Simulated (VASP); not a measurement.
# ZnO (P6_3mc) in VASP: single point with r2SCAN

Aim: the single point of ZnO with r2SCAN.

All numbers are computed with VASP 6.6.1; they aren't measurements. Logs are shortened: lines on timing, memory, paths and dates and some standing lists are left out, and cuts for length are marked.

### Step 1. The cell of the first run

It takes space group P6_3mc (No. 186, hexagonal). The conventional cell has a = 3.235 Å, b = 3.235 Å, c = 5.212 Å, α = 90.00°, β = 90.00°, γ = 120.00°. Within 2.6 Å of Zn (site symmetry 3m) lie 4 O at 1.97 to 1.98 Å. Within 2.6 Å of O (site symmetry 3m) lie 4 Zn at 1.97 to 1.98 Å.

### Step 2. Single point, r2SCAN

POSCAR reads:

```
ZnO
1.0
    3.2348782204      0.0000000000      0.0000000000
   -1.6174391102      2.8014867170      0.0000000000
    0.0000000000      0.0000000000      5.2122740301
Zn O
2 2
Direct
    0.6666666667      0.3333333333      0.5004285609
    0.3333333333      0.6666666667      0.0004285609
    0.6666666667      0.3333333333      0.8798814391
    0.3333333333      0.6666666667      0.3798814391
```

INCAR.step1 reads:

```
SYSTEM = ZnO
PREC = Accurate
ENCUT = 910
ISMEAR = 0
SIGMA = 0.02
LREAL = .False.
LASPH = .True.
NELM = 120
NBANDS = 26
GGA = PE
ALGO = Normal
EDIFF = 1E-5
LWAVE = .True.
LCHARG = .False.
GGA_COMPAT = .False.
```

INCAR.step2 reads:

```
SYSTEM = ZnO
PREC = Accurate
ENCUT = 910
EDIFF = 1E-6
ISMEAR = 0
SIGMA = 0.02
LREAL = .False.
LASPH = .True.
NELM = 120
ALGO = Normal
ISIF = 2
LWAVE = .False.
LCHARG = .False.
METAGGA = R2SCAN
LMIXTAU = .True.
NBANDS = 26
ISTART = 1
GGA_COMPAT = .False.
```

KPOINTS reads:

```
Automatic mesh
0
Gamma
  9 9 6
  0 0 0
```

Potentials or basis: VASP PAW PBE potentials, release 64 (Zn, O_h).

Started as:

```console
$ cat potpaw_PBE.64/Zn/POTCAR potpaw_PBE.64/O_h/POTCAR > POTCAR
$ cp INCAR.step1 INCAR
$ mpirun -np 1 vasp_std > vasp.out
$ cp INCAR.step2 INCAR
$ mpirun -np 1 vasp_std > vasp.out
```

OUTCAR:

```text
SYSTEM = ZnO
   PREC = Accurate
   ENCUT = 910
   EDIFF = 1E-6
   ISMEAR = 0
   LREAL = .False.
   LASPH = .True.
   NELM = 120
   ISIF = 2
   METAGGA = R2SCAN
   ISTART = 1

 ion  position               nearest neighbor table
   1  0.667  0.333  0.500-   4 1.97   4 1.97   4 1.97   3 1.98
   2  0.333  0.667  0.000-   3 1.97   3 1.97   3 1.97   4 1.98
   3  0.667  0.333  0.880-   2 1.97   2 1.97   2 1.97   1 1.98
   4  0.333  0.667  0.380-   1 1.97   1 1.97   1 1.97   2 1.98

  LATTYP: Found a hexagonal cell.
 ALAT       =     3.2348782204
 C/A-ratio  =     1.6112736477

  Lattice vectors:

 A1 = (   3.2348782204,   0.0000000000,   0.0000000000)
 A2 = (  -1.6174391102,   2.8014867170,   0.0000000000)
 A3 = (   0.0000000000,   0.0000000000,   5.2122740301)

Analysis of symmetry for initial positions (statically):
=====================================================================
 Subroutine PRICEL returns:
 Original cell was already a primitive cell.

 Routine SETGRP: Setting up the symmetry group for a
 hexagonal supercell.

 Subroutine GETGRP returns: Found 12 space group operations
 (whereof  6 operations were pure point group operations)
 out of a pool of 24 trial point group operations.

The static configuration has the point symmetry C_3v.
 The point group associated with its full space group is C_6v.

Analysis of symmetry for dynamics (positions and initial velocities):
=====================================================================
 Subroutine PRICEL returns:
 Original cell was already a primitive cell.

 Routine SETGRP: Setting up the symmetry group for a
 hexagonal supercell.

 Subroutine GETGRP returns: Found 12 space group operations
 (whereof  6 operations were pure point group operations)
 out of a pool of 24 trial point group operations.

The dynamic configuration has the point symmetry C_3v.
 The point group associated with its full space group is C_6v.

 Subroutine INISYM returns: Found 12 space group operations
 (whereof  6 operations are pure point group operations),
 and found     1 'primitive' translations

----------------------------------------------------------------------------------------

                                     Primitive cell

  volume of cell :      47.2361

  direct lattice vectors                    reciprocal lattice vectors
     3.234878220  0.000000000  0.000000000     0.309130648  0.178476663  0.000000000
    -1.617439110  2.801486717  0.000000000     0.000000000  0.356953326  0.000000000
     0.000000000  0.000000000  5.212274030     0.000000000  0.000000000  0.191854840

  length of vectors
     3.234878220  3.234878220  5.212274030     0.356953326  0.356953326  0.191854840

  position of ions in fractional coordinates (direct lattice)
     0.666666667  0.333333333  0.500428561
     0.333333333  0.666666667  0.000428561
     0.666666667  0.333333333  0.879881439
     0.333333333  0.666666667  0.379881439

  ion indices of the primitive-cell ions
   primitive index   ion index
                 1           1
                 2           2
                 3           3
                 4           4

----------------------------------------------------------------------------------------

 KPOINTS: Automatic mesh

Automatic generation of k-mesh.
 Grid dimensions read from file:
 generate k-points for:    9    9    6

 Generating k-lattice:

  Cartesian coordinates                     Fractional coordinates (reciprocal lattice)
     0.034347850  0.019830740  0.000000000     0.111111111  0.000000000  0.000000000
     0.000000000  0.039661481  0.000000000     0.000000000  0.111111111  0.000000000
     0.000000000  0.000000000  0.031975807     0.000000000  0.000000000  0.166666667

  Length of vectors
     0.039661481  0.039661481  0.031975807

  Shift w.r.t. Gamma in fractional coordinates (k-lattice)
     0.000000000  0.000000000  0.000000000

 Subroutine IBZKPT returns following result:
 ===========================================

 Found     48 irreducible k-points:

 Following reciprocal coordinates:
            Coordinates               Weight
  0.000000  0.000000  0.000000      1.000000
  0.111111 -0.000000  0.000000      6.000000
  0.222222 -0.000000  0.000000      6.000000
  0.333333 -0.000000  0.000000      6.000000
  0.444444 -0.000000  0.000000      6.000000
  0.111111  0.111111  0.000000      6.000000
[... 16 lines left out ...]
  0.333333  0.222222  0.166667     24.000000
  0.333333  0.333333  0.166667      4.000000
 [... further k-points ...]
   k-points           NKPTS =     48   k-points in BZ     NKDIM =     48   number of bands    NBANDS=     26
   number of dos      NEDOS =    301   number of ions     NIONS =      4
   total plane-waves  NPLWV =  55296
   dimension x,y,z NGX =    32 NGY =   32 NGZ =   54
   dimension x,y,z NGXF=    64 NGYF=   64 NGZF=  108
   ions per type =               2   2
   NGX,Y,Z   is equivalent  to a cutoff of  16.45, 16.45, 17.22 a.u.
   NGXF,Y,Z  is equivalent  to a cutoff of  32.89, 32.89, 34.45 a.u.
 SYSTEM =  ZnO
   PREC   = accura    normal or accurate (medium, high low for compatibility)
   ISTART =      1    job   : 0-new  1-cont  2-samecut
   ICHARG =      0    charge: 1-file 2-atom 10-const
   ISPIN  =      1    spin polarized calculation?
   LNONCOLLINEAR =      F non collinear calculations
   LSORBIT =      F    spin-orbit coupling
   LASPH  =      T    aspherical Exc in radial PAW
   ENCUT  =  910.0 eV  66.88 Ry    8.18 a.u.   7.96  7.96 12.82*2*pi/ulx,y,z
   NELM   =    120;   NELMIN=  2; NELMDL=  0     # of ELM steps
   EDIFF  = 0.1E-05   stopping-criterion for ELM
   LREAL  =      F    real-space projection
   EDIFFG = 0.1E-04   stopping-criterion for IOM
   NSW    =      0    number of steps for IOM
   IBRION =     -1    ionic relax: 0-MD 1-quasi-New 2-CG
   NFREE  =      0    steps in history (QN), initial steepest desc. (CG)
   ISIF   =      2    stress and relaxation
   ISYM   =      2    0-nonsym 1-usesym 2-fastsym
   POTIM  = 0.5000    time-step for ionic-motion
   TEBEG  =    0.0;   TEEND  =   0.0 temperature during run
   PSTRESS=    0.0 pullay stress
   NELECT =      36.0000    total number of electrons
   NUPDOWN=      -1.0000    fix difference up-down
   EMIN   =  10.00;   EMAX   =-10.00  energy-range for DOS
   EFERMI =   0.00;   METHOD = LEGACY
   ISMEAR =     0;   SIGMA  =   0.02  broadening in eV -4-tet -1-fermi 0-gaus
   EFERMI_NEDOS =   21; number of points for ismear=-14 and -15
   IALGO  =     38    algorithm
   IMIX   =      4    mixing-type and parameters
     AMIX     =   0.40;   BMIX     =  1.00
     AMIX_MAG =   1.60;   BMIX_MAG =  1.00
  volume/ion in A,a.u.               =      11.81        79.69
  Fermi-wavevector in a.u.,A,eV,Ry     =   1.495378  2.825855 30.424754  2.236156
  Thomas-Fermi vector in A             =   2.607531
   LORBIT       =      0    0 simple, 1 ext, 2 COOP (PROOUT), +10 PAW based schemes
   METAGGA = R2SCAN    functional components
   LHFCALC =     F    Hartree Fock is set to
   AEXX    =    0.0000 exact exchange contribution
   IVDW    =     0    specifies the selected vdW correction
   LEPSILON=     F    determine dielectric tensor
   LRPA    =     F    only Hartree local field effects (RPA)
 non-spin polarized calculation
 Gauss-broadening in eV      SIGMA  =   0.02
  energy-cutoff  :      910.00
  volume of cell :       47.24
 maximum number of plane-waves:      2970
 NGX is ok and might be reduce to    32
   NGX = 15   NGY = 15   NGZ = 25

 number of electron      35.9999999 magnetization

 Free energy of the ion-electron system (eV)
  ---------------------------------------------------
  ext. energy  EPLUGINS =         0.00000000
  ---------------------------------------------------
  free energy    TOTEN  =       -36.33940415 eV

  energy without entropy =      -36.33940415  energy(sigma->0) =      -36.33940415

 E-fermi :   1.3535     XC(G=0): -11.7099

 val. band max:        1.2406430633   @ k =   0.0000   0.0000   0.0000
 cond. band min:       2.4767029965   @ k =   0.0000   0.0000   0.0000
 fundamental gap:      1.2360599331
 Fermi energy:         1.3534922407

 k-point     1 :       0.0000    0.0000    0.0000
  band No.  band energies     occupation
      1     -17.9060      2.00000
      2     -17.2109      2.00000
      3      -4.6138      2.00000
      4      -4.6138      2.00000
      5      -4.5608      2.00000
      6      -4.5124      2.00000
[... 18 lines left out ...]
     25      16.3736      0.00000
     26      16.3736      0.00000

 k-point     2 :       0.1111   -0.0000    0.0000
  band No.  band energies     occupation
      1     -17.8407      2.00000
      2     -17.1819      2.00000
      3      -4.6873      2.00000
      4      -4.5729      2.00000
      5      -4.5190      2.00000
      6      -4.4469      2.00000
[... 18 lines left out ...]
     25      16.3604      0.00000
     26      16.5262      0.00000

 k-point     3 :       0.2222   -0.0000    0.0000
  band No.  band energies     occupation
      1     -17.6666      2.00000
      2     -17.1126      2.00000
      3      -4.8290      2.00000
      4      -4.5042      2.00000
      5      -4.4756      2.00000
      6      -4.3617      2.00000
[... 18 lines left out ...]
     25      15.4811      0.00000
     26      16.4495      0.00000

 k-point     4 :       0.3333   -0.0000    0.0000
  band No.  band energies     occupation
      1     -17.4463      2.00000
      2     -17.0482      2.00000
      3      -4.9025      2.00000
      4      -4.5456      2.00000
      5      -4.3838      2.00000
      6      -4.1791      2.00000
[... 18 lines left out ...]
     25      15.5172      0.00000
     26      16.2903      0.00000

 k-point     5 :       0.4444   -0.0000    0.0000
  band No.  band energies     occupation
      1     -17.2737      2.00000
      2     -17.0299      2.00000
      3      -4.8505      2.00000
      4      -4.5956      2.00000
      5      -4.3385      2.00000
      6      -3.9880      2.00000
[... 18 lines left out ...]
     25      15.2837      0.00000
     26      16.4617      0.00000

 k-point     6 :       0.1111    0.1111    0.0000
  band No.  band energies     occupation
      1     -17.7209      2.00000
      2     -17.1328      2.00000
      3      -4.7603      2.00000
      4      -4.5687      2.00000
      5      -4.4580      2.00000
      6      -4.4138      2.00000
[... 427 lines left out ...]
 k-point    21 :       0.4444    0.1111    0.1667
  band No.  band energies     occupation
      1     -17.2069      2.00000
      2     -17.0430      2.00000
      3      -4.8117      2.00000
      4      -4.5986      2.00000
      5      -4.3338      2.00000
      6      -4.0279      2.00000
[... 18 lines left out ...]
     25      14.8090      0.00000
     26      16.1383      0.00000

 k-point    22 :       0.2222    0.2222    0.1667
  band No.  band energies     occupation
      1     -17.3175      2.00000
      2     -17.0487      2.00000
      3      -4.7204      2.00000
      4      -4.6549      2.00000
      5      -4.2964      2.00000
      6      -4.2322      2.00000
[... 18 lines left out ...]
     25      13.9003      0.00000
     26      17.2402      0.00000

 k-point    23 :       0.3333    0.2222    0.1667
  band No.  band energies     occupation
      1     -17.1760      2.00000
      2     -17.0434      2.00000
      3      -4.6752      2.00000
      4      -4.4607      2.00000
      5      -4.2960      2.00000
      6      -4.1158      2.00000
[... 18 lines left out ...]
     25      14.6883      0.00000
     26      16.3436      0.00000

 k-point    24 :       0.3333    0.3333    0.1667
  band No.  band energies     occupation
      1     -17.0846      2.00000
      2     -17.0846      2.00000
      3      -4.6122      2.00000
      4      -4.3253      2.00000
      5      -4.3253      2.00000
      6      -3.9904      2.00000
[... 18 lines left out ...]
     25      15.3397      0.00000
     26      16.6034      0.00000

 [... further k-points ...]

------------------------ aborting loop because EDIFF is reached ----------------------------------------

  FORCE on cell =-STRESS in cart. coord.  units (eV):
  Direction    XX          YY          ZZ          XY          YZ          ZX
  --------------------------------------------------------------------------------------
  -------------------------------------------------------------------------------------
  Total        0.2294603      0.2294603      0.2272154      0.0000000      0.0000000      0.0000000
  in kB        7.7829536      7.7829536      7.7068096      0.0000000      0.0000000      0.0000000
  external PRESSURE =       7.7575723 kB  Pullay stress =       0.0000000 kB

 VOLUME and BASIS-vectors are now :
 -----------------------------------------------------------------------------
  energy-cutoff  :      910.00
  volume of cell :       47.24
      direct lattice vectors                 reciprocal lattice vectors
     3.234878220  0.000000000  0.000000000     0.309130648  0.178476663  0.000000000
    -1.617439110  2.801486717  0.000000000     0.000000000  0.356953326  0.000000000
     0.000000000  0.000000000  5.212274030     0.000000000  0.000000000  0.191854840

 POSITION                                       TOTAL-FORCE (eV/Angst)
 -----------------------------------------------------------------------------------
      1.61744      0.93383      2.60837        -0.000000      0.000000     -0.001738
     -0.00000      1.86766      0.00223         0.000000     -0.000000     -0.001738
      1.61744      0.93383      4.58618        -0.000000      0.000000      0.001738
     -0.00000      1.86766      1.98005         0.000000     -0.000000      0.001738
 -----------------------------------------------------------------------------------
    total drift:                               -0.000000     -0.000000      0.011126

  FREE ENERGIE OF THE ION-ELECTRON SYSTEM (eV)
  ---------------------------------------------------
  free  energy   TOTEN  =       -36.3394041505 eV

  energy  without entropy=      -36.3394041505  energy(sigma->0) =      -36.33940415
```

Wall time 6.5 min (1 thread of Intel Xeon Platinum 8259CL at 2.50GHz (Skylake/Cascade Lake), shared host); peak memory 0.31 GiB.

Results:

```
Free energy            : -36.3394 eV
Pressure               : 0.8 GPa
Band gap on the k mesh : 1.24 eV
```

Caveat: the cutoff is under 1.25 times the usual one of these potentials, so pressure, stress and relaxed cells hold a basis-set (Pulay) error; the PAW data sets were made with another functional, which shifts forces and pressure a little.
